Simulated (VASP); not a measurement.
# TaN (P6/mmm) in VASP: single point with LDA

Aim: the single point of TaN with LDA.

Everything below comes from runs of VASP 6.6.1. Logs are shortened: lines on timing, memory, paths and dates and some standing lists are left out, and cuts for length are marked.

## 1. The cell of the first run

Symmetry: P6/mmm, No. 191, hexagonal system. The conventional cell has a = 5.287 Å, b = 5.287 Å, c = 2.965 Å, α = 90.00°, β = 90.00°, γ = 120.00°. Within 3.5 Å of Ta (site symmetry 6/mmm) lie 6 N at 2.64 Å and 14 Ta at 2.97 to 3.39 Å. Within 2.8 Å of Ta (site symmetry -6m2) lie 6 N at 2.13 Å. Within 2.8 Å of N (site symmetry mmm) lie 6 Ta at 2.13 to 2.64 Å and 4 N at 2.64 Å.

## 2. Single point, LDA (11.96 Å³/atom)

Input file INCAR:

```
SYSTEM = TaN
PREC = Accurate
ENCUT = 520
EDIFF = 1E-6
ISMEAR = -1
SIGMA = 0.03
LREAL = .False.
LASPH = .True.
NELM = 60
ALGO = Normal
ISIF = 2
LWAVE = .False.
LCHARG = .False.
NBANDS = 33
```

Input file KPOINTS:

```
Automatic mesh
0
Gamma
  5 5 8
  0 0 0
```

Input file POSCAR:

```
TaN
1.0
    5.2866917255      0.0000000000      0.0000000000
   -2.6433458627      4.5784093362      0.0000000000
    0.0000000000      0.0000000000      2.9650340876
Ta N
3 3
Direct
    0.0000000000      0.0000000000      0.0000000000
    0.3333333333      0.6666666667      0.5000000000
    0.6666666667      0.3333333333      0.5000000000
    0.5000000000      0.0000000000      0.0000000000
    0.5000000000      0.5000000000      0.0000000000
    0.0000000000      0.5000000000      0.0000000000
```

Potentials or basis: VASP PAW LDA potentials, release 64 (Ta_pv, N).

Launch:

```bash
$ cat potpaw_LDA.64/Ta_pv/POTCAR potpaw_LDA.64/N/POTCAR > POTCAR
$ mpirun -np 1 vasp_std > vasp.out
```

OUTCAR:

```text
SYSTEM = TaN
   PREC = Accurate
   ENCUT = 520
   EDIFF = 1E-6
   ISMEAR = -1
   LREAL = .False.
   LASPH = .True.
   NELM = 60
   ISIF = 2

 ion  position               nearest neighbor table
   1  0.000  0.000  0.000-   6 2.64   6 2.64   5 2.64   5 2.64   4 2.64   4 2.64   3 3.39   3 3.39
                             2 3.39   2 3.39   2 3.39   3 3.39   2 3.39   3 3.39   2 3.39   3 3.39
   2  0.333  0.667  0.500-   4 2.13   4 2.13   6 2.13   6 2.13   5 2.13   5 2.13   3 3.05   3 3.05
                             3 3.05   1 3.39   1 3.39   1 3.39   1 3.39   1 3.39   1 3.39
   3  0.667  0.333  0.500-   4 2.13   4 2.13   6 2.13   6 2.13   5 2.13   5 2.13   2 3.05   2 3.05
                             2 3.05   1 3.39   1 3.39   1 3.39   1 3.39   1 3.39   1 3.39
   4  0.500  0.000  0.000-   2 2.13   3 2.13   2 2.13   3 2.13   1 2.64   1 2.64
   5  0.500  0.500  0.000-   2 2.13   3 2.13   2 2.13   3 2.13   1 2.64   1 2.64
   6  0.000  0.500  0.000-   2 2.13   3 2.13   2 2.13   3 2.13   1 2.64   1 2.64

  LATTYP: Found a hexagonal cell.
 ALAT       =     5.2866917255
 C/A-ratio  =     0.5608486822

  Lattice vectors:

 A1 = (   5.2866917255,   0.0000000000,   0.0000000000)
 A2 = (  -2.6433458627,   4.5784093362,   0.0000000000)
 A3 = (   0.0000000000,   0.0000000000,   2.9650340876)

Analysis of symmetry for initial positions (statically):
=====================================================================
 Subroutine PRICEL returns:
 Original cell was already a primitive cell.

 Routine SETGRP: Setting up the symmetry group for a
 hexagonal supercell.

 Subroutine GETGRP returns: Found 24 space group operations
 (whereof 24 operations were pure point group operations)
 out of a pool of 24 trial point group operations.

The static configuration has the point symmetry D_6h.

Analysis of symmetry for dynamics (positions and initial velocities):
=====================================================================
 Subroutine PRICEL returns:
 Original cell was already a primitive cell.

 Routine SETGRP: Setting up the symmetry group for a
 hexagonal supercell.

 Subroutine GETGRP returns: Found 24 space group operations
 (whereof 24 operations were pure point group operations)
 out of a pool of 24 trial point group operations.

The dynamic configuration has the point symmetry D_6h.

 Subroutine INISYM returns: Found 24 space group operations
 (whereof 24 operations are pure point group operations),
 and found     1 'primitive' translations

----------------------------------------------------------------------------------------

                                     Primitive cell

  volume of cell :      71.7676

  direct lattice vectors                    reciprocal lattice vectors
     5.286691725  0.000000000  0.000000000     0.189154211  0.109208234  0.000000000
    -2.643345863  4.578409336  0.000000000     0.000000000  0.218416469  0.000000000
     0.000000000  0.000000000  2.965034088     0.000000000  0.000000000  0.337264251

  length of vectors
     5.286691725  5.286691725  2.965034088     0.218416469  0.218416469  0.337264251

  position of ions in fractional coordinates (direct lattice)
     0.000000000  0.000000000  0.000000000
     0.333333333  0.666666667  0.500000000
     0.666666667  0.333333333  0.500000000
     0.500000000  0.000000000  0.000000000
     0.500000000  0.500000000  0.000000000
     1.000000000  0.500000000  0.000000000

  ion indices of the primitive-cell ions
   primitive index   ion index
                 1           1
                 2           2
                 3           3
                 4           4
                 5           5
                 6           6

----------------------------------------------------------------------------------------

 KPOINTS: Automatic mesh

Automatic generation of k-mesh.
 Grid dimensions read from file:
 generate k-points for:    5    5    8

 Generating k-lattice:

  Cartesian coordinates                     Fractional coordinates (reciprocal lattice)
     0.037830842  0.021841647  0.000000000     0.200000000 -0.000000000  0.000000000
     0.000000000  0.043683294  0.000000000     0.000000000  0.200000000  0.000000000
     0.000000000  0.000000000  0.042158031     0.000000000  0.000000000  0.125000000

  Length of vectors
     0.043683294  0.043683294  0.042158031

  Shift w.r.t. Gamma in fractional coordinates (k-lattice)
     0.000000000  0.000000000  0.000000000

 Subroutine IBZKPT returns following result:
 ===========================================

 Found     25 irreducible k-points:

 Following reciprocal coordinates:
            Coordinates               Weight
  0.000000  0.000000  0.000000      1.000000
  0.200000  0.000000  0.000000      6.000000
  0.400000 -0.000000  0.000000      6.000000
  0.200000  0.200000  0.000000      6.000000
  0.400000  0.200000  0.000000      6.000000
  0.000000  0.000000  0.125000      2.000000
[... 16 lines left out ...]
  0.400000 -0.000000  0.500000      6.000000
  0.200000  0.200000  0.500000      6.000000
   k-points           NKPTS =     25   k-points in BZ     NKDIM =     25   number of bands    NBANDS=     33
   number of dos      NEDOS =    301   number of ions     NIONS =      6
   total plane-waves  NPLWV =  38400
   dimension x,y,z NGX =    40 NGY =   40 NGZ =   24
   dimension x,y,z NGXF=    80 NGYF=   80 NGZF=   48
   ions per type =               3   3
   NGX,Y,Z   is equivalent  to a cutoff of  12.58, 12.58, 13.46 a.u.
   NGXF,Y,Z  is equivalent  to a cutoff of  25.16, 25.16, 26.91 a.u.
 SYSTEM =  TaN
   PREC   = accura    normal or accurate (medium, high low for compatibility)
   ISTART =      0    job   : 0-new  1-cont  2-samecut
   ICHARG =      2    charge: 1-file 2-atom 10-const
   ISPIN  =      1    spin polarized calculation?
   LNONCOLLINEAR =      F non collinear calculations
   LSORBIT =      F    spin-orbit coupling
   LASPH  =      T    aspherical Exc in radial PAW
   ENCUT  =  520.0 eV  38.22 Ry    6.18 a.u.   9.83  9.83  5.51*2*pi/ulx,y,z
   NELM   =     60;   NELMIN=  2; NELMDL= -5     # of ELM steps
   EDIFF  = 0.1E-05   stopping-criterion for ELM
   LREAL  =      F    real-space projection
   EDIFFG = 0.1E-04   stopping-criterion for IOM
   NSW    =      0    number of steps for IOM
   IBRION =     -1    ionic relax: 0-MD 1-quasi-New 2-CG
   NFREE  =      0    steps in history (QN), initial steepest desc. (CG)
   ISIF   =      2    stress and relaxation
   ISYM   =      2    0-nonsym 1-usesym 2-fastsym
   POTIM  = 0.5000    time-step for ionic-motion
   TEBEG  =    0.0;   TEEND  =   0.0 temperature during run
   PSTRESS=    0.0 pullay stress
   NELECT =      48.0000    total number of electrons
   NUPDOWN=      -1.0000    fix difference up-down
   EMIN   =  10.00;   EMAX   =-10.00  energy-range for DOS
   EFERMI =   0.00;   METHOD = LEGACY
   ISMEAR =    -1;   SIGMA  =   0.03  broadening in eV -4-tet -1-fermi 0-gaus
   EFERMI_NEDOS =   21; number of points for ismear=-14 and -15
   IALGO  =     38    algorithm
   IMIX   =      4    mixing-type and parameters
     AMIX     =   0.40;   BMIX     =  1.00
     AMIX_MAG =   1.60;   BMIX_MAG =  1.00
  volume/ion in A,a.u.               =      11.96        80.72
  Fermi-wavevector in a.u.,A,eV,Ry     =   1.431680  2.705482 27.887946  2.049706
  Thomas-Fermi vector in A             =   2.551390
   LORBIT       =      0    0 simple, 1 ext, 2 COOP (PROOUT), +10 PAW based schemes
   GGA     = CA    functional components
   LHFCALC =     F    Hartree Fock is set to
   AEXX    =    0.0000 exact exchange contribution
   IVDW    =     0    specifies the selected vdW correction
   LEPSILON=     F    determine dielectric tensor
   LRPA    =     F    only Hartree local field effects (RPA)
 non-spin polarized calculation
  energy-cutoff  :      520.00
  volume of cell :       71.77
 maximum number of plane-waves:      1951
 NGX is ok and might be reduce to    40
   NGX = 19   NGY = 19   NGZ = 11

 number of electron      48.0000006 magnetization

 Free energy of the ion-electron system (eV)
  ---------------------------------------------------
  ext. energy  EPLUGINS =         0.00000000
  ---------------------------------------------------
  free energy    TOTEN  =       -71.05167191 eV

  energy without entropy =      -71.04757445  energy(sigma->0) =      -71.04962318

 E-fermi :   7.4532     XC(G=0): -12.9825

 val. band max:        7.4126968886   @ k =   0.0000   0.0000   0.3750
 cond. band min:       7.4885923799   @ k =   0.2000   0.0000   0.2500
 fundamental gap:      0.0758954913
 Fermi energy:         7.4531510032

 k-point     1 :       0.0000    0.0000    0.0000
  band No.  band energies     occupation
      1     -28.5750      2.00000
      2     -28.5750      2.00000
      3     -28.2380      2.00000
      4     -28.2380      2.00000
      5     -28.0579      2.00000
      6     -27.9480      2.00000
[... 25 lines left out ...]
     32      10.4211      0.00000
     33      10.4211      0.00000

 k-point     2 :       0.2000    0.0000    0.0000
  band No.  band energies     occupation
      1     -28.5956      2.00000
      2     -28.5578      2.00000
      3     -28.2329      2.00000
      4     -28.2109      2.00000
      5     -28.0484      2.00000
      6     -27.9571      2.00000
[... 25 lines left out ...]
     32      10.5586      0.00000
     33      10.7652      0.00000
[... 754 lines left out ...]
     32      11.2331      0.00000
     33      12.4385      0.00000

 k-point    24 :       0.2000    0.2000    0.5000
  band No.  band energies     occupation
      1     -28.7932      2.00000
      2     -28.6891      2.00000
      3     -28.4737      2.00000
      4     -28.3751      2.00000
      5     -28.1797      2.00000
      6     -28.0753      2.00000
[... 25 lines left out ...]
     32      11.0346      0.00000
     33      12.3768      0.00000

 [... further k-points ...]

------------------------ aborting loop because EDIFF is reached ----------------------------------------

  FORCE on cell =-STRESS in cart. coord.  units (eV):
  Direction    XX          YY          ZZ          XY          YZ          ZX
  --------------------------------------------------------------------------------------
  -------------------------------------------------------------------------------------
  Total       -7.6170899     -7.6170899    -11.2073061     -0.0000000     -0.0000000      0.0000000
  in kB     -170.0479372   -170.0479372   -250.1978198     -0.0000000     -0.0000000      0.0000000
  external PRESSURE =    -196.7645648 kB  Pullay stress =       0.0000000 kB

 VOLUME and BASIS-vectors are now :
 -----------------------------------------------------------------------------
  energy-cutoff  :      520.00
  volume of cell :       71.77
      direct lattice vectors                 reciprocal lattice vectors
     5.286691725  0.000000000  0.000000000     0.189154211  0.109208234  0.000000000
    -2.643345863  4.578409336  0.000000000     0.000000000  0.218416469  0.000000000
     0.000000000  0.000000000  2.965034088     0.000000000  0.000000000  0.337264251

 POSITION                                       TOTAL-FORCE (eV/Angst)
 -----------------------------------------------------------------------------------
      0.00000      0.00000      0.00000         0.000000      0.000000      0.000000
     -0.00000      3.05227      1.48252        -0.000000      0.000000      0.000000
      2.64335      1.52614      1.48252         0.000000     -0.000000      0.000000
      2.64335      0.00000      0.00000         0.000000      0.000000      0.000000
      1.32167      2.28920      0.00000         0.000000      0.000000      0.000000
     -1.32167      2.28920      0.00000         0.000000      0.000000      0.000000
 -----------------------------------------------------------------------------------
    total drift:                               -0.000000      0.000000     -0.000000

  FREE ENERGIE OF THE ION-ELECTRON SYSTEM (eV)
  ---------------------------------------------------
  free  energy   TOTEN  =       -71.0516719103 eV

  energy  without entropy=      -71.0475744529  energy(sigma->0) =      -71.04962318
```

Run time: 50 s. Hardware: 1 thread of Intel Xeon 8259CL, shared host; peak memory 0.19 GiB.

Results:

| Quantity | Value |
| --- | --- |
| Free energy | -71.0517 eV |
| Pressure | -19.7 GPa |
| Band gap on the k mesh | zero (bands 24 and 25 overlap by 1.95 eV) |

Levels at points of the mesh, in eV from the Fermi level:
```csv
k point,band 21,band 22,band 23,band 24,band 25,band 26,band 27,band 28
"(0.00, 0.00, 0.00)",-2.87,-2.30,-1.96,-1.19,-1.19,0.72,0.72,1.06
"(0.00, 0.00, 0.50)",-2.92,-2.92,-1.78,0.76,0.76,1.38,1.52,2.29
```

Caveat: the cell stands under tension; spin-orbit coupling is left out, which moves the levels of the heavy elements.
